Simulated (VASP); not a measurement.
# MgS (Fm-3m) in VASP: notebook, part 2 of 2

VASP 6.6.1. The steps go on from the part before.

### Step 3. Single point, PBE

This run uses another cell than the first one, of 17.88 Å³/atom.

File INCAR:

```
PREC = Accurate
ENCUT = 600
EDIFF = 1E-6
ISMEAR = 0
SIGMA = 0.01
LREAL = False
LASPH = True
NELM = 120
ALGO = Normal
ISIF = 2
LWAVE = False
LCHARG = True
GGA = PE
LELF = True
LVHAR = True
NBANDS = 11
GGA_COMPAT = False
```

File KPOINTS:

```
regular mesh
0
Gamma
  8 8 8
```

File POSCAR:

```
MgS
1.0
    0.0000000000      2.6148576572      2.6148576572
    2.6148576572      0.0000000000      2.6148576572
    2.6148576572      2.6148576572      0.0000000000
Mg S
1 1
Direct
    0.0000000000      0.0000000000      0.0000000000
    0.5000000000      0.5000000000      0.5000000000
```

Potentials or basis: VASP PAW PBE potentials, release 64 (Mg, S).

On the command line:

```console
$ cat potpaw_PBE.64/Mg/POTCAR potpaw_PBE.64/S/POTCAR > POTCAR
$ mpirun -np 1 vasp_std > vasp.out
```

OUTCAR:

```text
PREC = Accurate
   ENCUT = 600
   EDIFF = 1E-6
   ISMEAR = 0
   LREAL = False
   LASPH = True
   NELM = 120
   ISIF = 2
   GGA = PE

 ion  position               nearest neighbor table
   1  0.000  0.000  0.000-   2 2.61   2 2.61   2 2.61   2 2.61   2 2.61   2 2.61
   2  0.500  0.500  0.500-   1 2.61   1 2.61   1 2.61   1 2.61   1 2.61   1 2.61

  LATTYP: Found a face centered cubic cell.
 ALAT       =     5.2297153144

  Lattice vectors:

 A1 = (   0.0000000000,   2.6148576572,   2.6148576572)
 A2 = (   2.6148576572,   0.0000000000,   2.6148576572)
 A3 = (   2.6148576572,   2.6148576572,   0.0000000000)

Analysis of symmetry for initial positions (statically):
=====================================================================
 Subroutine PRICEL returns:
 Original cell was already a primitive cell.

 Routine SETGRP: Setting up the symmetry group for a
 face centered cubic supercell.

 Subroutine GETGRP returns: Found 48 space group operations
 (whereof 48 operations were pure point group operations)
 out of a pool of 48 trial point group operations.

The static configuration has the point symmetry O_h .

Analysis of symmetry for dynamics (positions and initial velocities):
=====================================================================
 Subroutine PRICEL returns:
 Original cell was already a primitive cell.

 Routine SETGRP: Setting up the symmetry group for a
 face centered cubic supercell.

 Subroutine GETGRP returns: Found 48 space group operations
 (whereof 48 operations were pure point group operations)
 out of a pool of 48 trial point group operations.

The dynamic configuration has the point symmetry O_h .

 Subroutine INISYM returns: Found 48 space group operations
 (whereof 48 operations are pure point group operations),
 and found     1 'primitive' translations

----------------------------------------------------------------------------------------

                                     Primitive cell

  volume of cell :      35.7581

  direct lattice vectors                    reciprocal lattice vectors
     0.000000000  2.614857657  2.614857657    -0.191214997  0.191214997  0.191214997
[... 119 lines left out ...]
  energy-cutoff  :      600.00
  volume of cell :       35.76
 maximum number of plane-waves:      1243
 NGX is ok and might be reduce to    30
   NGX = 15   NGY = 15   NGZ = 15

 number of electron       7.9999999 magnetization

 Free energy of the ion-electron system (eV)
  ---------------------------------------------------
  ext. energy  EPLUGINS =         0.00000000
  ---------------------------------------------------
  free energy    TOTEN  =        -8.50327487 eV

  energy without entropy =       -8.50327487  energy(sigma->0) =       -8.50327487

 E-fermi :   3.6655     XC(G=0):  -9.6257

 val. band max:        3.5906595753   @ k =   0.0000   0.0000   0.0000
 cond. band min:       6.3329277736   @ k =   0.5000   0.5000   0.0000
 fundamental gap:      2.7422681983
 Fermi energy:         3.6655193820

 k-point     1 :       0.0000    0.0000    0.0000
  band No.  band energies     occupation
      1      -8.9904      2.00000
      2       3.5907      2.00000
      3       3.5907      2.00000
      4       3.5907      2.00000
      5       7.1822      0.00000
      6      11.5541      0.00000
      7      11.5541      0.00000
      8      11.5541      0.00000
      9      13.9226      0.00000
     10      13.9226      0.00000
     11      16.0929      0.00000
[... 309 lines left out ...]
 k-point    24 :      -0.3750    0.2500    0.1250
  band No.  band energies     occupation
      1      -7.5339      2.00000
      2      -0.6379      2.00000
      3       1.5013      2.00000
      4       2.4693      2.00000
      5       9.1233      0.00000
      6       9.6681      0.00000
      7      11.9595      0.00000
      8      12.9360      0.00000
      9      15.7897      0.00000
     10      16.7595      0.00000
     11      19.0605      0.00000

 [... further k-points ...]

------------------------ aborting loop because EDIFF is reached ----------------------------------------

  FORCE on cell =-STRESS in cart. coord.  units (eV):
  Direction    XX          YY          ZZ          XY          YZ          ZX
  --------------------------------------------------------------------------------------
  -------------------------------------------------------------------------------------
  Total       -0.0599309     -0.0599309     -0.0599309     -0.0000000     -0.0000000      0.0000000
  in kB       -2.6852663     -2.6852663     -2.6852663     -0.0000000     -0.0000000      0.0000000
  external PRESSURE =      -2.6852663 kB  Pullay stress =       0.0000000 kB

 VOLUME and BASIS-vectors are now :
 -----------------------------------------------------------------------------
  energy-cutoff  :      600.00
  volume of cell :       35.76
      direct lattice vectors                 reciprocal lattice vectors
     0.000000000  2.614857657  2.614857657    -0.191214997  0.191214997  0.191214997
     2.614857657  0.000000000  2.614857657     0.191214997 -0.191214997  0.191214997
     2.614857657  2.614857657  0.000000000     0.191214997  0.191214997 -0.191214997

 POSITION                                       TOTAL-FORCE (eV/Angst)
 -----------------------------------------------------------------------------------
      0.00000      0.00000      0.00000        -0.000000     -0.000000      0.000000
      2.61486      2.61486      2.61486         0.000000      0.000000     -0.000000
 -----------------------------------------------------------------------------------
    total drift:                               -0.000000     -0.000000      0.000000

  FREE ENERGIE OF THE ION-ELECTRON SYSTEM (eV)
  ---------------------------------------------------
  free  energy   TOTEN  =        -8.5032748697 eV

  energy  without entropy=       -8.5032748697  energy(sigma->0) =       -8.50327487
```

OSZICAR:

```text
N       E                     dE             d eps       ncg     rms          rms(c)
DAV:   1     0.249682473258E+02    0.24968E+02   -0.39110E+03   646   0.666E+02
DAV:   2    -0.720178928965E+01   -0.32170E+02   -0.30072E+02   762   0.103E+02
DAV:   3    -0.890449171579E+01   -0.17027E+01   -0.17000E+01   790   0.257E+01
DAV:   4    -0.891520290876E+01   -0.10711E-01   -0.10710E-01   744   0.249E+00
DAV:   5    -0.891529463334E+01   -0.91725E-04   -0.91723E-04   820   0.237E-01    0.434E+00
DAV:   6    -0.854387501979E+01    0.37142E+00   -0.81272E-01   701   0.353E+00    0.339E+00
DAV:   7    -0.850358590747E+01    0.40289E-01   -0.21763E-01   772   0.201E+00    0.225E+00
DAV:   8    -0.850356177651E+01    0.24131E-04   -0.15031E-02   692   0.750E-01    0.990E-01
DAV:   9    -0.850326064748E+01    0.30113E-03   -0.80806E-04   731   0.164E-01    0.352E-01
DAV:  10    -0.850327838559E+01   -0.17738E-04   -0.23640E-04   760   0.708E-02    0.458E-02
DAV:  11    -0.850327499813E+01    0.33875E-05   -0.21339E-05   768   0.202E-02    0.208E-02
DAV:  12    -0.850327486972E+01    0.12841E-06   -0.73176E-07   462   0.531E-03
   1 F= -.85032749E+01 E0= -.85032749E+01  d E =-.151839E-28
```

Wall time 24 s (1 thread of Intel Xeon 8259CL, shared host); peak memory 0.17 GiB.

Results:

| Item | Value |
| --- | --- |
| Free energy | -8.5033 eV |
| Pressure | -0.3 GPa |
| Band gap on the k mesh | 2.74 eV (least direct gap 3.59 eV) |

Levels at points of the mesh, in eV from the valence-band top:
| k point | band 1 | band 2 | band 3 | band 4 | band 5 | band 6 | band 7 | band 8 |
| --- | --- | --- | --- | --- | --- | --- | --- | --- |
| (0.00, 0.00, 0.00) | -12.58 | 0.00 | 0.00 | 0.00 | 3.59 | 7.96 | 7.96 | 7.96 |
| (0.50, 0.00, 0.00) | -11.31 | -4.75 | -0.57 | -0.57 | 4.53 | 6.89 | 6.89 | 9.95 |
| (0.50, 0.50, 0.00) | -10.96 | -4.11 | -1.65 | -1.65 | 2.74 | 4.44 | 11.85 | 12.78 |

A k mesh can miss the band edges.
